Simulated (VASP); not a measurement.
# GaN in VASP: notebook

GaN is run at these levels: PBEsol; tasks: single point, relaxation of cell and atoms.

All numbers are computed with VASP 6.6.1; they aren't measurements. Logs are shortened: lines on timing, memory, paths and dates and some standing lists are left out, and cuts for length are marked.

## Step 1: The cell of the first run

The typed cell holds 2 atoms: a = 3.330 Å, b = 3.218 Å, c = 3.297 Å, α = 58.87°, β = 59.30°, γ = 60.32°.

## Step 2: Single point, PBEsol (atoms moved at random and the cell strained at random)

INCAR

```
  ALGO = Normal
  EDIFF = 1E-6
  ENCUT = 520
  GGA = PS
  ISIF = 2
  ISMEAR = 0
  LASPH = T
  LCHARG = F
  LREAL = F
  LWAVE = F
  NBANDS = 16
  NELM = 100
  PREC = Accurate
  SIGMA = 0.02
```

KPOINTS

```
k-points
0
Gamma
  10 10 10
```

POSCAR

```
GaN
1.0
   -0.0192674302      2.3867951684      2.3218267459
    2.2945593886      0.0473235128      2.2552358030
    2.3183338200      2.3439786569      0.0235490813
Ga N
1 1
Direct
   -0.0019991120      0.0113445720     -0.0040137553
    0.7519991120      0.7386554280      0.7540137553
```

Potentials or basis: VASP PAW PBE potentials, release 64 (Ga_d, N).

On the command line:

```sh
cat potpaw_PBE.64/Ga_d/POTCAR potpaw_PBE.64/N/POTCAR > POTCAR
mpirun -np 1 vasp_std > vasp.out
```

OUTCAR:

```text
EDIFF = 1E-6
   ENCUT = 520
   GGA = PS
   ISIF = 2
   ISMEAR = 0
   LASPH = T
   LREAL = F
   NELM = 100
   PREC = Accurate

 ion  position               nearest neighbor table
   1  0.998  0.011  0.996-   2 1.90   2 2.01   2 2.04   2 2.05
   2  0.752  0.739  0.754-   1 1.90   1 2.01   1 2.04   1 2.05

  LATTYP: Found a triclinic cell.
 ALAT       =     5.7274084590
 B/A-ratio  =     0.5813922946
 C/A-ratio  =     1.7192189364
 COS(alpha) =     0.0017463378
 COS(beta)  =     0.4787100599
 COS(gamma) =     0.8689117405

  Lattice vectors:

 A1 = (  -2.3568686804,   2.4296116799,   4.6201044105)
 A2 = (  -0.0192674302,   2.3867951684,   2.3218267459)
 A3 = (  -9.2880957090,  -2.3056691467,   2.3177704449)

Analysis of symmetry for initial positions (statically):
=====================================================================
 Subroutine PRICEL returns:
 Original cell was already a primitive cell.

 Routine SETGRP: Setting up the symmetry group for a
 triclinic supercell.

 Subroutine GETGRP returns: Found  1 space group operations
 (whereof  1 operations were pure point group operations)
 out of a pool of  2 trial point group operations.

The static configuration has the point symmetry C_1 .

Analysis of symmetry for dynamics (positions and initial velocities):
=====================================================================
 Subroutine PRICEL returns:
 Original cell was already a primitive cell.

 Routine SETGRP: Setting up the symmetry group for a
 triclinic supercell.

 Subroutine GETGRP returns: Found  1 space group operations
 (whereof  1 operations were pure point group operations)
 out of a pool of  2 trial point group operations.

The dynamic configuration has the point symmetry C_1 .

 Subroutine INISYM returns: Found  1 space group operations
 (whereof  1 operations are pure point group operations),
 and found     1 'primitive' translations

----------------------------------------------------------------------------------------

                                     Primitive cell

  volume of cell :      24.6849

  direct lattice vectors                    reciprocal lattice vectors
    -0.019267430  2.386795168  2.321826746    -0.214102678  0.209615913  0.213437348
     2.294559389  0.047323513  2.255235803     0.218194054 -0.218077290  0.225990101
     2.318333820  2.343978657  0.023549081     0.213608399  0.217583011 -0.221898725

  length of vectors
     3.329871146  3.217659216  3.296886744     0.367878090  0.382410612  0.377107358

[... 81 lines left out ...]
   LREAL  =      F    real-space projection
   EDIFFG = 0.1E-04   stopping-criterion for IOM
   NSW    =      0    number of steps for IOM
   IBRION =     -1    ionic relax: 0-MD 1-quasi-New 2-CG
   NFREE  =      0    steps in history (QN), initial steepest desc. (CG)
   ISIF   =      2    stress and relaxation
   ISYM   =      2    0-nonsym 1-usesym 2-fastsym
   POTIM  = 0.5000    time-step for ionic-motion
   TEBEG  =    0.0;   TEEND  =   0.0 temperature during run
   PSTRESS=    0.0 pullay stress
   NELECT =      18.0000    total number of electrons
   NUPDOWN=      -1.0000    fix difference up-down
   EMIN   =  10.00;   EMAX   =-10.00  energy-range for DOS
   EFERMI =   0.00;   METHOD = LEGACY
   ISMEAR =     0;   SIGMA  =   0.02  broadening in eV -4-tet -1-fermi 0-gaus
   EFERMI_NEDOS =   21; number of points for ismear=-14 and -15
   IALGO  =     38    algorithm
   IMIX   =      4    mixing-type and parameters
     AMIX     =   0.40;   BMIX     =  1.00
     AMIX_MAG =   1.60;   BMIX_MAG =  1.00
  volume/ion in A,a.u.               =      12.34        83.29
  Fermi-wavevector in a.u.,A,eV,Ry     =   1.473517  2.784543 29.541664  2.171251
  Thomas-Fermi vector in A             =   2.588400
   LORBIT       =      0    0 simple, 1 ext, 2 COOP (PROOUT), +10 PAW based schemes
   GGA     = PS    functional components
   LHFCALC =     F    Hartree Fock is set to
   AEXX    =    0.0000 exact exchange contribution
   IVDW    =     0    specifies the selected vdW correction
   LEPSILON=     F    determine dielectric tensor
   LRPA    =     F    only Hartree local field effects (RPA)
 non-spin polarized calculation
 Gauss-broadening in eV      SIGMA  =   0.02
  energy-cutoff  :      520.00
  volume of cell :       24.68
 maximum number of plane-waves:       675
 NGX is ok and might be reduce to    28
   NGX = 13   NGY = 11   NGZ = 13

 number of electron      18.0000003 magnetization

 Free energy of the ion-electron system (eV)
  ---------------------------------------------------
  ext. energy  EPLUGINS =         0.00000000
  ---------------------------------------------------
  free energy    TOTEN  =       -12.98116994 eV

  energy without entropy =      -12.98116994  energy(sigma->0) =      -12.98116994

 E-fermi :   4.5967     XC(G=0): -11.4993

 val. band max:        4.4315079590   @ k =   0.0000   0.0000   0.0000
 cond. band min:       5.5371265929   @ k =   0.0000   0.0000   0.0000
 fundamental gap:      1.1056186339
 Fermi energy:         4.5966882332

 k-point     1 :       0.0000    0.0000    0.0000
  band No.  band energies     occupation
      1     -10.9991      2.00000
      2      -9.0190      2.00000
      3      -9.0004      2.00000
      4      -8.9911      2.00000
      5      -8.7546      2.00000
      6      -8.7531      2.00000
[... 433 lines left out ...]
      3      -8.8980      2.00000
      4      -8.7606      2.00000
      5      -8.7522      2.00000
      6      -7.7030      2.00000
[... 8 lines left out ...]
     15      20.6154      0.00000
     16      24.3618      0.00000

 [... further k-points ...]

------------------------ aborting loop because EDIFF is reached ----------------------------------------

  FORCE on cell =-STRESS in cart. coord.  units (eV):
  Direction    XX          YY          ZZ          XY          YZ          ZX
  --------------------------------------------------------------------------------------
  -------------------------------------------------------------------------------------
  Total       -1.8470345     -2.0471554     -1.5233824     -0.3685629     -1.1122336      0.6822592
  in kB     -119.8819055   -132.8707719    -98.8752464    -23.9216000    -72.1896047     44.2820847
  external PRESSURE =    -117.2093080 kB  Pullay stress =       0.0000000 kB

 VOLUME and BASIS-vectors are now :
 -----------------------------------------------------------------------------
  energy-cutoff  :      520.00
  volume of cell :       24.68
      direct lattice vectors                 reciprocal lattice vectors
    -0.019267430  2.386795168  2.321826746    -0.214102678  0.209615913  0.213437348
     2.294559389  0.047323513  2.255235803     0.218194054 -0.218077290  0.225990101
     2.318333820  2.343978657  0.023549081     0.213608399  0.217583011 -0.221898725

 POSITION                                       TOTAL-FORCE (eV/Angst)
 -----------------------------------------------------------------------------------
      2.31583      4.71713      2.36622        -0.582626      0.487322     -0.552858
      3.42846      3.59722      3.42961         0.582626     -0.487322      0.552858
 -----------------------------------------------------------------------------------
    total drift:                               -0.000446      0.000131      0.000242

  FREE ENERGIE OF THE ION-ELECTRON SYSTEM (eV)
  ---------------------------------------------------
  free  energy   TOTEN  =       -12.9811699378 eV

  energy  without entropy=      -12.9811699378  energy(sigma->0) =      -12.98116994
```

Run time: 2.6 min. Hardware: 1 thread of Intel Xeon Platinum 8259CL at 2.50GHz (Skylake/Cascade Lake), shared host; peak memory 0.31 GiB.

What came out:

```
Free energy            : -12.9812 eV
Pressure               : -11.7 GPa
Largest force          : 0.939 eV/Å
Band gap on the k mesh : 1.11 eV, direct
```

Forces in eV/Å, atoms in the order of the input:
```
Ga  -0.583  0.487 -0.553
N    0.583 -0.487  0.553
```

Stress tensor (GPa, compression positive):
```
-11.99  -2.39   4.43
 -2.39 -13.29  -7.22
  4.43  -7.22  -9.89
```

Levels at points of the mesh, in eV from the valence-band top:
| k point | band 7 | band 8 | band 9 | band 10 | band 11 | band 12 |
| --- | --- | --- | --- | --- | --- | --- |
| (0.00, 0.00, 0.00) | -0.21 | -0.03 | 0.00 | 1.11 | 9.15 | 9.62 |
| (0.50, 0.00, 0.00) | -6.71 | -0.93 | -0.76 | 4.13 | 8.04 | 9.45 |
| (0.00, 0.50, 0.00) | -6.86 | -1.14 | -1.02 | 3.87 | 8.31 | 9.46 |
| (0.50, 0.50, 0.00) | -5.81 | -2.68 | -2.62 | 3.06 | 5.80 | 11.10 |
| (0.00, 0.00, 0.50) | -6.64 | -1.19 | -0.80 | 3.85 | 8.20 | 9.23 |
| (0.50, 0.00, 0.50) | -6.10 | -2.53 | -2.36 | 3.21 | 6.22 | 10.78 |
| (0.00, 0.50, 0.50) | -5.97 | -2.71 | -2.35 | 3.12 | 6.11 | 10.93 |
| (0.50, 0.50, 0.50) | -6.63 | -1.13 | -0.71 | 3.99 | 8.10 | 9.53 |

Caveat: the cell differs from its parent crystal (atoms moved at random and the cell strained at random); the PAW data sets were made with another functional, which shifts forces and pressure a little.

## Step 3: Single point, PBEsol

This run uses another cell than the first one, of 10.89 Å³/atom, 0.883 times its volume.

INCAR

```
  PREC = Accurate
  ENCUT = 520
  EDIFF = 1E-6
  ISMEAR = 0
  SIGMA = 0.01
  LREAL = F
  LASPH = T
  NELM = 100
  ALGO = Normal
  ISIF = 2
  LWAVE = F
  LCHARG = T
  GGA = PS
  LELF = T
  LVHAR = T
  NBANDS = 16
```

KPOINTS

```
regular mesh
0
Gamma
  10 10 10
```

POSCAR

```
GaN
1.0
    0.0000000000      2.2167010778      2.2167010778
    2.2167010778      0.0000000000      2.2167010778
    2.2167010778      2.2167010778      0.0000000000
Ga N
1 1
Direct
    0.0000000000      0.0000000000      0.0000000000
    0.7500000000      0.7500000000      0.7500000000
```

Potentials or basis: VASP PAW PBE potentials, release 64 (Ga_d, N).

On the command line:

```sh
cat potpaw_PBE.64/Ga_d/POTCAR potpaw_PBE.64/N/POTCAR > POTCAR
mpirun -np 1 vasp_std > vasp.out
```

Run time: 9.6 s. Hardware: 1 thread of Intel Xeon Platinum 8488C (Sapphire Rapids), shared host; peak memory 0.14 GiB.

The run converged. Its results:

```yaml
Free_energy: -13.0972 eV
Pressure: 8.7 GPa
Band_gap_on_the_k_mesh: 2.00 eV, direct
```

Levels at points of the mesh, in eV from the valence-band top:
```
           k point  band 7  band 8  band 9  band 10  band 11  band 12
(0.00, 0.00, 0.00)    0.00    0.00    0.00     2.00    10.51    10.51
(0.50, 0.00, 0.00)   -7.45   -1.04   -1.04     4.90     8.88    10.52
(0.50, 0.50, 0.00)   -6.39   -2.91   -2.91     3.24     6.84    11.94
```

Caveat: the PAW data sets were made with another functional, which shifts forces and pressure a little.

## Step 4: Relaxation of cell and atoms, PBEsol, target pressure 9 GPa, at which the enthalpy is minimised

This run uses another cell than the first one, of 11.38 Å³/atom, 0.922 times its volume.

INCAR

```
SYSTEM = GaN
ALGO = Normal ; EDIFF = 1E-7
EDIFFG = -0.001 ; ENCUT = 600
GGA = PS ; IBRION = 2
ISIF = 3 ; ISMEAR = 0
LASPH = .TRUE. ; LCHARG = .FALSE.
LREAL = .FALSE. ; LWAVE = .FALSE.
NELM = 60 ; NSW = 80
PREC = Accurate ; PSTRESS = 90.0
SIGMA = 0.01
```

KPOINTS

```
k-points
0
G
  10 10 10
  0 0 0
```

POSCAR

```
GaN
1.0
    0.0000000000      2.2490690278      2.2490690278
    2.2490690278      0.0000000000      2.2490690278
    2.2490690278      2.2490690278      0.0000000000
Ga N
1 1
Direct
    0.0000000000      0.0000000000      0.0000000000
    0.7500000000      0.7500000000      0.7500000000
```

On the command line:

```sh
cat potpaw_PBE.64/Ga_d/POTCAR potpaw_PBE.64/N/POTCAR > POTCAR
mpirun -np 1 vasp_std > vasp.out
```

Wall time 76 s (1 thread of Intel Xeon Platinum 8488C (Sapphire Rapids), shared host); peak memory 0.17 GiB.

It converged, with:

```
Free energy                                            : -13.0983 eV
Relaxed volume                                         : 10.87 Å³/atom
Relaxed cell                                           : a = 3.133 Å, b = 3.133 Å, c = 3.133 Å, α = 60.00°, β = 60.00°, γ = 60.00°
Space group after relaxing (to 0.05 Å)                 : F-43m (No. 216)
Energy change on relaxing (the enthalpy is what falls) : +13.0 meV/atom
Ionic steps                                            : 9
Pressure after relaxing                                : 9.0 GPa
Band gap on the k mesh                                 : 2.01 eV, direct
```

Step by step:
```
step  energy change (eV)  largest force (eV/Å)  pressure (GPa)  volume (Å³)
   1              0.0000                0.0000           -0.38        22.75
   2              0.1324                0.0000           22.35        20.63
   3              0.0255                0.0000            8.93        21.75
   4              0.0267                0.0000            9.14        21.73
   5              0.0251                0.0000            8.79        21.76
   6              0.0260                0.0000            9.02        21.74
   7              0.0259                0.0000            8.94        21.74
   8              0.0260                0.0000            9.03        21.74
   9              0.0260                0.0000            9.00        21.74
```

Final structure:
```yaml
crystal:
  lattice:
    - [0.00000, 2.21522, 2.21522]
    - [2.21522, 0.00000, 2.21522]
    - [2.21522, 2.21522, 0.00000]
  atoms:
    - { symbol: Ga, position: [0.00000, 0.00000, 0.00000] }
    - { symbol: N, position: [0.75000, 0.75000, 0.75000] }
```

Levels at points of the mesh, in eV from the valence-band top:
| k point | band 6 | band 7 | band 8 | band 9 | band 10 | band 11 | band 12 | band 13 |
| --- | --- | --- | --- | --- | --- | --- | --- | --- |
| (0.00, 0.00, 0.00) | -13.08 | 0.00 | 0.00 | 0.00 | 2.01 | 10.52 | 10.52 | 10.52 |
| (0.50, 0.00, 0.00) | -11.83 | -7.46 | -1.05 | -1.05 | 4.91 | 8.89 | 10.53 | 10.53 |
| (0.50, 0.50, 0.00) | -11.41 | -6.40 | -2.92 | -2.92 | 3.24 | 6.85 | 11.96 | 14.43 |

Caveat: the cell is relaxed towards a set pressure, so the enthalpy falls and the energy may rise; the PAW data sets were made with another functional, which shifts forces and pressure a little. As with any semilocal functional, this PBEsol gap is likely too small.

## Step 5: Single point, PBEsol

This run uses another cell than the first one, of 11.38 Å³/atom, 0.922 times its volume.

INCAR

```
ALGO     = Normal         # electronic algorithm
EDIFF    = 1E-6           # SCF threshold, eV
ENCUT    = 600            # plane-wave cutoff, eV
GGA      = PS             # functional
GGA_COMPAT= False        
ISIF     = 2              # what is computed and relaxed
ISMEAR   = 0              # smearing method
LASPH    = True           # aspherical terms in the spheres
LCHARG   = False          # write CHGCAR
LREAL    = False          # projectors in reciprocal space
LWAVE    = False          # write WAVECAR
NBANDS   = 16             # bands
NELM     = 120            # most SCF steps
PREC     = Accurate       # precision mode
SIGMA    = 0.05           # smearing width, eV
```

KPOINTS

```
k-points
0
Gamma
  10 10 10
```

POSCAR is that of step 4.

On the command line:

```sh
cat potpaw_PBE.64/Ga_d/POTCAR potpaw_PBE.64/N/POTCAR > POTCAR
mpirun -np 1 vasp_std > vasp.out
```

Wall time 16 s (1 thread of AMD EPYC 9R45 (Zen 5), shared host); peak memory 0.13 GiB.

Results (log left out):

```yaml
Free_energy: -13.1243 eV
Pressure: -0.4 GPa
Band_gap_on_the_k_mesh: 1.72 eV, direct
```

Levels at points of the mesh, in eV from the valence-band top:
```
           k point  band 5  band 6  band 7  band 8  band 9  band 10  band 11  band 12  band 13  band 14
(0.00, 0.00, 0.00)  -13.08  -13.08    0.00    0.00    0.00     1.72    10.24    10.24    10.24    17.46
(0.50, 0.00, 0.00)  -13.03  -11.83   -7.15   -0.99   -0.99     4.60     8.66    10.29    10.29    15.49
(0.50, 0.50, 0.00)  -13.00  -11.40   -6.20   -2.76   -2.76     3.23     6.60    11.62    13.94    13.94
```

Caveat: the PAW data sets were made with another functional, which shifts forces and pressure a little.

## Step 6: Summary

| task | cell | cutoff (eV) | smearing | gap on the mesh (eV) | pressure (GPa) |
| --- | --- | --- | --- | --- | --- |
| single point | a = 3.330, b = 3.218, c = 3.297 Å, angles 58.9, 59.3, 60.3°, 2 atoms | 520 | gaussian 0.02 eV | 1.11 | -11.7 |
| single point | a = 3.135 Å, angles 60.0°, 2 atoms | 520 | gaussian 0.01 eV | 2.00 | 8.7 |
| relaxation of cell and atoms | relaxed to 9 GPa from a = 3.181 Å, angles 60.0°, 2 atoms | 600 | gaussian 0.01 eV | 2.01 | 9.0 |
| single point | a = 3.181 Å, angles 60.0°, 2 atoms | 600 | gaussian 0.05 eV | 1.72 | -0.4 |

Alike in all rows: level PBEsol; potentials or basis VASP PAW PBE potentials, release 64 (Ga_d, N); no spin polarisation; k mesh 10 × 10 × 10.

Caveats: the PAW data sets were made with another functional, which shifts forces and pressure a little; the cell is relaxed towards a set pressure, so the enthalpy falls and the energy may rise (some runs).

Total energies depend on the potentials used, so only differences within one code and one set of settings carry meaning.
